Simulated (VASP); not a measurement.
Au, 1 atom in the cell. It takes space group Fm-3m (No. 225, cubic). Conventional cell: a = 4.070 Å, b = 4.070 Å, c = 4.070 Å, α = 90.00°, β = 90.00°, γ = 90.00°. Au (site symmetry m-3m) has 12 Au at 2.88 Å within 3.8 Å. 

| Property | Result |
| --- | --- |
| Program | VASP 6.6.1 |
| Task | single point |
| Functional | r2SCAN |
| Potentials or basis | VASP PAW PBE potentials, release 64 (Au) |
| Cutoff | 550 eV |
| k mesh | 10 × 10 × 10 |
| Occupations | fermi-dirac, width 0.1 eV |
| Spin | no spin polarisation |
| Dipole correction | no |
| Further INCAR settings | ALGO = Normal; EDIFF = 1e-06; NBANDS = 12 |

Potentials or basis: VASP PAW PBE potentials, release 64 (Au).

Command:

```sh
$ cat potpaw_PBE.64/Au/POTCAR > POTCAR
$ cp INCAR.step1 INCAR
$ mpirun -np 1 vasp_std > vasp.out
$ cp INCAR.step2 INCAR
$ mpirun -np 1 vasp_std > vasp.out
```

Hardware: 1 thread of Intel(R) Xeon(R) 6975P-C (Granite Rapids) (shared host).

Estimate the wall time of this run.

Run time: 15 s on 1 thread of Intel(R) Xeon(R) 6975P-C (Granite Rapids), with other jobs on the host, peak memory 0.15 GiB. Counts: k points 47.
